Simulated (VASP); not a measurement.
A run of VASP 6.6.1 is set up as follows.

File INCAR:

```
PREC = Accurate
ENCUT = 700
EDIFF = 1E-6
ISMEAR = -1
SIGMA = 0.03
LREAL = False
LASPH = True
NELM = 200
ALGO = Normal
ISIF = 2
LWAVE = False
LCHARG = False
ISPIN = 2
MAGMOM = 3 0
LORBIT = 11
LMAXMIX = 4
GGA = PE
NBANDS = 28
GGA_COMPAT = False
```

Contents of KPOINTS:

```
Automatic mesh
0
Gamma
  12 12 7
```

Contents of POSCAR:

```
FeCu
1.0
    1.5198533843     -2.1006932052      0.0000000000
    1.5198533843      2.1006932052      0.0000000000
    0.0000000000      0.0000000000      4.3728574876
Fe Cu
1 1
Direct
    0.0000000000      0.0000000000      0.0000000000
    0.5000000000      0.5000000000      0.5000000000
```

Potentials or basis: VASP PAW PBE potentials, release 64 (Fe_sv, Cu_sv_GW).

The run is started by

```sh
$ cat potpaw_PBE.64/Fe_sv/POTCAR potpaw_PBE.64/Cu_sv_GW/POTCAR > POTCAR
$ mpirun -np 1 vasp_std > vasp.out
```

Estimate the site moments.

Fe +2.73; Cu +0.07 μB.

Estimate the net moment.

2.84 μB per cell.

What does it give for the pressure?

-18.7 GPa.

Stress tensor (GPa, compression positive):
```
-18.80   0.00   0.00
  0.00 -19.56   0.00
  0.00   0.00 -17.67
```

Caveat: the cell stands under tension.
